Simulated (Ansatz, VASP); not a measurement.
**Au in VASP and in Ansatz**

```
Au
1.0
     0.00000    2.08142    2.08142
     2.08142    0.00000    2.08142
     2.08142    2.08142    0.00000
Au
1
Cartesian
  0.0000 0.0000 0.0000
```

Alike in both runs: task single point; functional PBE; k mesh 10 × 10 × 10; occupations fermi-dirac, width 0.05 eV; no spin polarisation.

|  | VASP | Ansatz |
| --- | --- | --- |
| version | VASP 6.6.1 | Ansatz 0.2.0 |
| potentials or method | VASP PAW PBE potentials, release 64 (Au), cutoff 500 eV | plane waves, PAW |
| valence electrons in the cell | 11 | 19 |

VASP gave:

- pressure (GPa): -0.2

Q: Which values does Ansatz return?

A: Pressure (GPa): 0.0.

VASP's potentials hold 11 valence electrons a cell and Ansatz's 19, so a difference there can come from the potentials and not from the codes.

Spin-orbit coupling is off throughout.
